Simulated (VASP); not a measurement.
A run of VASP 6.6.1 is set up as follows.

The input POSCAR:

```
SrCl2
1.0
    0.0000000000      3.4975789795      3.4975789795
    3.4975789795      0.0000000000      3.4975789795
    3.4975789795      3.4975789795      0.0000000000
Sr Cl
1 2
Direct
    0.0000000000      0.0000000000      0.0000000000
    0.2500000000      0.2500000000      0.2500000000
    0.7500000000      0.7500000000      0.7500000000
```

INCAR.step1

```
SYSTEM = SrCl2
PREC = Accurate
ENCUT = 520
ISMEAR = 0
SIGMA = 0.02
LREAL = .False.
LASPH = .True.
NELM = 100
NBANDS = 19
GGA = PE
ALGO = Normal
EDIFF = 1E-4
LWAVE = .True.
LCHARG = .False.
```

File INCAR.step2:

```
SYSTEM = SrCl2
PREC = Accurate
ENCUT = 520
EDIFF = 1E-6
ISMEAR = 0
SIGMA = 0.02
LREAL = .False.
LASPH = .True.
NELM = 100
ALGO = Normal
ISIF = 2
LWAVE = .False.
LCHARG = .False.
METAGGA = R2SCAN
LMIXTAU = .True.
NBANDS = 19
ISTART = 1
```

KPOINTS

```
regular mesh
0
Gamma
  6 6 6
  0 0 0
```

Potentials or basis: VASP PAW PBE potentials, release 64 (Sr_sv, Cl).

Launch:

```sh
$ cat potpaw_PBE.64/Sr_sv/POTCAR potpaw_PBE.64/Cl/POTCAR > POTCAR
$ cp INCAR.step1 INCAR
$ mpirun -np 1 vasp_std > vasp.out
$ cp INCAR.step2 INCAR
$ mpirun -np 1 vasp_std > vasp.out
```

(1) Estimate the pressure.

(2) Estimate the band gap on the k mesh.

Answers

(1) 0.0 GPa.

(2) 5.94 eV, indirect (least direct gap 5.99 eV).

Caveat: the PAW data sets were made with another functional, which shifts forces and pressure a little.
